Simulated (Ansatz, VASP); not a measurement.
# Two plane-wave programs on LiH

INCAR

```
SYSTEM = LiH
PREC = Accurate
ENCUT = 750
EDIFF = 1E-7
ISMEAR = 0
SIGMA = 0.02
LREAL = .False.
LASPH = .True.
NELM = 120
ALGO = Normal
ISIF = 3
LWAVE = .False.
LCHARG = .False.
GGA = PE
IVDW = 12
IBRION = 2
NSW = 100
EDIFFG = -0.002
GGA_COMPAT = .False.
NELMIN = 4
```

The input KPOINTS:

```
regular mesh
0
Gamma
  10 10 10
  0 0 0
```

POSCAR

```
LiH
1.0
    0.0000000000      2.0367500000      2.0367500000
    2.0367500000      0.0000000000      2.0367500000
    2.0367500000      2.0367500000      0.0000000000
Li H
1 1
Direct
    0.0000000000      0.0000000000      0.0000000000
    0.5000000000      0.5000000000      0.5000000000
```

Input for Ansatz:

```yaml
crystal:
  lattice:
    - [0.0, 2.03675, 2.03675]
    - [2.03675, 0.0, 2.03675]
    - [2.03675, 2.03675, 0.0]
  atoms:
    - { symbol: Li, position: [0.0, 0.0, 0.0] }
    - { symbol: H, position: [0.5, 0.5, 0.5] }
basis:
  ecutwfc: 420
kpoints:
  mp_grid: { grid: [10, 10, 10] }
hamiltonian:
  xc: pbe
  dispersion: d3bj
  pseudopotentials: { kind: paw }
scf:
  occupations: { method: gaussian, width: 0.02 }
output:
  forces: true
  stress: true
  eigenvalues: true
relax:
  adjacent_minimum: "off"
  f_tol: 0.002
  max_steps: 80
  cell: { stress_tol: 0.02 }
```

Alike in both runs: task relaxation of cell and atoms; functional PBE; dispersion D3(BJ); k mesh 10 × 10 × 10; occupations gaussian, width 0.02 eV; no spin polarisation.

|  | VASP | Ansatz |
| --- | --- | --- |
| version | VASP 6.6.1 | Ansatz 0.2.0 |
| potentials or method | VASP PAW PBE potentials, release 64 (Li_sv, H), cutoff 750 eV | scalar-relativistic, plane waves, PAW |
| valence electrons in the cell | 4 | 4 |

```csv
,VASP,Ansatz,Ansatz less VASP
"gap on the k mesh at the Fermi level, each at its own relaxed structure (eV)",2.90,2.90,+0.004
relaxed volume (Å³/atom),7.27,7.29,+0.020
relaxed length of the cell vector where the two differ most in proportion (Å),2.740,2.742,+0.0025
```
